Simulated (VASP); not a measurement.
Here is a VASP 6.6.1 calculation.

File INCAR:

```
PREC = Accurate
ENCUT = 520
EDIFF = 1E-7
ISMEAR = 0
SIGMA = 0.1
LREAL = F
LASPH = T
NELM = 80
ALGO = Normal
ISIF = 2
LWAVE = F
LCHARG = F
GGA = PE
NBANDS = 26
```

The input KPOINTS:

```
regular mesh
0
Gamma
  4 4 4
```

The input POSCAR:

```
Ti2BeH6
1.0
    0.0000000000      3.7797944900      3.7797944900
    3.7797944900      0.0000000000      3.7797944900
    3.7797944900      3.7797944900      0.0000000000
Ti Be H
2 1 6
Direct
    0.2500000000      0.2500000000      0.2500000000
    0.7500000000      0.7500000000      0.7500000000
    0.0000000000      0.0000000000      0.0000000000
    0.7500000000      0.2500000000      0.2500000000
    0.2500000000      0.7500000000      0.7500000000
    0.2500000000      0.7500000000      0.2500000000
    0.7500000000      0.2500000000      0.7500000000
    0.2500000000      0.2500000000      0.7500000000
    0.7500000000      0.7500000000      0.2500000000
```

Potentials or basis: VASP PAW PBE potentials, release 64 (Ti_sv, Be, H).

Launch:

```bash
$ cat potpaw_PBE.64/Ti_sv/POTCAR potpaw_PBE.64/Be/POTCAR potpaw_PBE.64/H/POTCAR > POTCAR
$ mpirun -np 1 vasp_std > vasp.out
```

(1) Estimate the pressure.

(2) Predict the band gap on the k mesh.

Answers

(1) -24.3 GPa.

(2) zero (band 16 reaches 3.20 eV, above the bottom of band 17 at 2.60 eV).
